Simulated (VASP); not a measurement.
# Mo (P6_3/mmc) in VASP: a series of runs, part 2 of 2

VASP 6.6.1. The steps go on from the part before.

### Step 5. Relaxation of cell and atoms, RPBE

This run uses another cell than the first one, of 15.59 Å³/atom, 0.917 times its volume.

File INCAR:

```
SYSTEM = Mo
  PREC = Accurate
  ENCUT = 600
  EDIFF = 1E-6
  ISMEAR = -1
  SIGMA = 0.1
  LREAL = .FALSE.
  LASPH = .TRUE.
  NELM = 80
  ALGO = Normal
  ISIF = 3
  LWAVE = .FALSE.
  LCHARG = .FALSE.
  GGA = RP
  IBRION = 2
  NSW = 80
  EDIFFG = -0.01
```

File KPOINTS:

```
Automatic mesh
0
G
  13 13 7
  0 0 0
```

File POSCAR:

```
Mo
1.0
    2.8039216218      0.0000000000      0.0000000000
   -1.4019608109      2.4282673547      0.0000000000
    0.0000000000      0.0000000000      4.5788040084
Mo
2
Direct
    0.3333333333      0.6666666667      0.2500000000
    0.6666666667      0.3333333333      0.7500000000
```

Potentials or basis: VASP PAW PBE potentials, release 64 (Mo_sv).

The run is started by

```
$ cat potpaw_PBE.64/Mo_sv/POTCAR > POTCAR
$ mpirun -np 1 vasp_std > vasp.out
```

OUTCAR:

```text
SYSTEM = Mo
   PREC = Accurate
   ENCUT = 600
   EDIFF = 1E-6
   ISMEAR = -1
   LREAL = .FALSE.
   LASPH = .TRUE.
   NELM = 80
   ISIF = 3
   GGA = RP
   IBRION = 2
   NSW = 80
   EDIFFG = -0.01

 ion  position               nearest neighbor table
   1  0.333  0.667  0.250-   2 2.80   2 2.80   2 2.80   2 2.80   2 2.80   2 2.80
   2  0.667  0.333  0.750-   1 2.80   1 2.80   1 2.80   1 2.80   1 2.80   1 2.80

  LATTYP: Found a hexagonal cell.
 ALAT       =     2.8039216218
 C/A-ratio  =     1.6330000000

  Lattice vectors:

 A1 = (   2.8039216218,   0.0000000000,   0.0000000000)
 A2 = (  -1.4019608109,   2.4282673547,   0.0000000000)
 A3 = (   0.0000000000,   0.0000000000,   4.5788040084)
[... 359 lines left out ...]

 number of electron      27.9999996 magnetization

 Free energy of the ion-electron system (eV)
  ---------------------------------------------------
  ext. energy  EPLUGINS =         0.00000000
  ---------------------------------------------------
  free energy    TOTEN  =       -19.89677818 eV

  energy without entropy =      -19.80463363  energy(sigma->0) =      -19.85070590

 E-fermi :  11.6540     XC(G=0): -13.0390

 val. band max:       11.6388423042   @ k =   0.0769  -0.0000   0.1429
 cond. band min:      11.6547352686   @ k =   0.0769   0.0769   0.0000
 fundamental gap:      0.0158929644
 Fermi energy:        11.6539870783

 k-point     1 :       0.0000    0.0000    0.0000
  band No.  band energies     occupation
      1     -49.2243      2.00000
      2     -49.0791      2.00000
      3     -23.7582      2.00000
      4     -22.7708      2.00000
      5     -22.6083      2.00000
      6     -22.6083      2.00000
[... 481 lines left out ...]
      5     -22.8530      2.00000
      6     -22.7468      2.00000
[... 10 lines left out ...]
     17      12.5882      0.00018
     18      12.7919      0.00002

 [... further k-points ...]
[... 5 lines left out ...]
  --------------------------------------------------------------------------------------
  -------------------------------------------------------------------------------------
  Total        0.0145292      0.0145292      0.0099289      0.0000000      0.0000000      0.0000000
  in kB        0.7109124      0.7109124      0.4858190      0.0000000      0.0000000      0.0000000
  external PRESSURE =       0.6358813 kB  Pullay stress =       0.0000000 kB
[... 17 lines left out ...]
  FREE ENERGIE OF THE ION-ELECTRON SYSTEM (eV)
  ---------------------------------------------------
  free  energy   TOTEN  =       -19.8967781757 eV

  energy  without entropy=      -19.8046336271  energy(sigma->0) =      -19.85070590

 reached required accuracy - stopping structural energy minimisation
```

CONTCAR:

```text
Mo
   1.00000000000000
     2.7721778384122540    0.0000000000000000   -0.0000000000000000
    -1.3860889192061270    2.4007764318739553   -0.0000000000000000
     0.0000000000000000    0.0000000000000000    4.9199764140931199
  Mo
     2
Direct
     0.3333333332999970    0.6666666667000030    0.2500000000000000
     0.6666666667000030    0.3333333332999970    0.7500000000000000

  0.00000000E+00  0.00000000E+00  0.00000000E+00
  0.00000000E+00  0.00000000E+00  0.00000000E+00
```

It took 4 min on 1 thread of Intel Xeon 6975P-C, shared host; peak memory 0.2 GiB.

What came out:

```
Free energy                            : -19.8968 eV
Relaxed volume                         : 16.37 Å³/atom
Relaxed cell                           : a = 2.772 Å, b = 2.772 Å, c = 4.920 Å, α = 90.00°, β = 90.00°, γ = 120.00°
Space group after relaxing (to 0.05 Å) : P6_3/mmc (No. 194)
Energy gained by relaxing              : 48.8 meV/atom
Ionic steps                            : 13
Pressure after relaxing                : 0.1 GPa
Band gap on the k mesh                 : zero (band 14 reaches 12.72 eV, above the bottom of band 15 at 11.13 eV)
```

The path:
| step | energy change (eV) | largest force (eV/Å) | pressure (GPa) | volume (Å³) |
| --- | --- | --- | --- | --- |
| 1 | 0.0000 | 0.0000 | 10.72 | 31.18 |
| 2 | 0.1662 | 0.0000 | -18.76 | 36.12 |
| 3 | -0.0488 | 0.0000 | -0.86 | 32.69 |
| 4 | -0.0489 | 0.0000 | -0.53 | 32.64 |
| 5 | -0.0700 | 0.0000 | -0.72 | 32.71 |
| 6 | -0.0971 | 0.0000 | -0.47 | 32.80 |
| 7 | -0.0973 | 0.0000 | -0.32 | 32.81 |
| 8 | -0.0974 | 0.0000 | -0.39 | 32.81 |
| 9 | -0.0974 | 0.0000 | -0.35 | 32.81 |
| 10 | -0.0970 | 0.0000 | 1.09 | 32.60 |
| 11 | -0.0975 | 0.0000 | 0.00 | 32.75 |
| 12 | -0.0975 | 0.0000 | 0.07 | 32.74 |
| 13 | -0.0975 | 0.0000 | 0.06 | 32.74 |

Final structure:
```yaml
crystal:
  lattice:
    - [2.77218, 0.00000, 0.00000]
    - [-1.38609, 2.40078, 0.00000]
    - [0.00000, 0.00000, 4.91998]
  atoms:
    - { symbol: Mo, position: [0.33333, 0.66667, 0.25000] }
    - { symbol: Mo, position: [0.66667, 0.33333, 0.75000] }
```

Levels at points of the mesh, in eV from the Fermi level:
| k point | band 10 | band 11 | band 12 | band 13 | band 14 | band 15 | band 16 | band 17 | band 18 |
| --- | --- | --- | --- | --- | --- | --- | --- | --- | --- |
| (0.00, 0.00, 0.00) | -4.64 | -1.66 | -0.62 | -0.62 | -0.14 | -0.14 | 0.56 | 1.41 | 1.41 |

Caveat: the PAW data sets were made with another functional, which shifts forces and pressure a little.

### Step 6. Single point, RPBE

This run uses another cell than the first one, of 16.35 Å³/atom, 0.962 times its volume.

File INCAR:

```
SYSTEM = Mo
  PREC = Accurate
  ENCUT = 520
  EDIFF = 1E-6
  ISMEAR = -1
  SIGMA = 0.1
  LREAL = .False.
  LASPH = .True.
  NELM = 100
  ALGO = Normal
  ISIF = 2
  LWAVE = .False.
  LCHARG = .False.
  GGA = RP
  NBANDS = 21
```

File KPOINTS:

```
regular mesh
0
Gamma
  21 21 11
  0 0 0
```

File POSCAR:

```
Mo
1.0
    2.7708393294      0.0000000000      0.0000000000
   -1.3854196647      2.3996172490      0.0000000000
    0.0000000000      0.0000000000      4.9179326563
Mo
2
Direct
    0.3333333333      0.6666666667      0.2500000000
    0.6666666667      0.3333333333      0.7500000000
```

Potentials or basis: VASP PAW PBE potentials, release 64 (Mo_sv).

The run is started by

```
$ cat potpaw_PBE.64/Mo_sv/POTCAR > POTCAR
$ mpirun -np 1 vasp_std > vasp.out
```

It took 1.9 min on 1 thread of Intel Xeon 6975P-C, shared host; peak memory 0.28 GiB.

It converged, with:

| Quantity | Value |
| --- | --- |
| Free energy | -19.9004 eV |
| Pressure | 0.5 GPa |
| Band gap on the k mesh | zero (band 14 reaches 12.98 eV, above the bottom of band 15 at 11.12 eV) |

Levels at points of the mesh, in eV from the Fermi level:
| k point | band 12 | band 13 | band 14 | band 15 | band 16 | band 17 |
| --- | --- | --- | --- | --- | --- | --- |
| (0.00, 0.00, 0.00) | -0.62 | -0.62 | -0.14 | -0.14 | 0.56 | 1.42 |

Caveat: the PAW data sets were made with another functional, which shifts forces and pressure a little.

### Step 7. Overview

| task | cell | k mesh | cutoff (eV) | gap on the mesh (eV) | pressure (GPa) |
| --- | --- | --- | --- | --- | --- |
| single point | a = 2.807, b = 2.807, c = 4.983 Å, angles 90.0, 90.0, 120.0°, 2 atoms | 15 × 15 × 7 | 520 | none | -7.9 |
| single point | a = 2.843, b = 2.843, c = 5.046 Å, angles 90.0, 90.0, 120.0°, 2 atoms | 15 × 15 × 7 | 520 | none | -14.6 |
| single point | a = 2.878, b = 2.878, c = 5.107 Å, angles 90.0, 90.0, 120.0°, 2 atoms | 15 × 15 × 7 | 520 | none | -20.1 |
| relaxation of cell and atoms | relaxed from a = 2.804, b = 2.804, c = 4.579 Å, angles 90.0, 90.0, 120.0°, 2 atoms | 13 × 13 × 7 | 600 | none | 0.1 |
| single point | a = 2.771, b = 2.771, c = 4.918 Å, angles 90.0, 90.0, 120.0°, 2 atoms | 21 × 21 × 11 | 520 | none | 0.5 |

Alike in all rows: level RPBE; potentials or basis VASP PAW PBE potentials, release 64 (Mo_sv); no spin polarisation; smearing fermi-dirac 0.1 eV.

Caveats: the PAW data sets were made with another functional, which shifts forces and pressure a little.

Absolute energies hang on the potentials; compare differences alone.
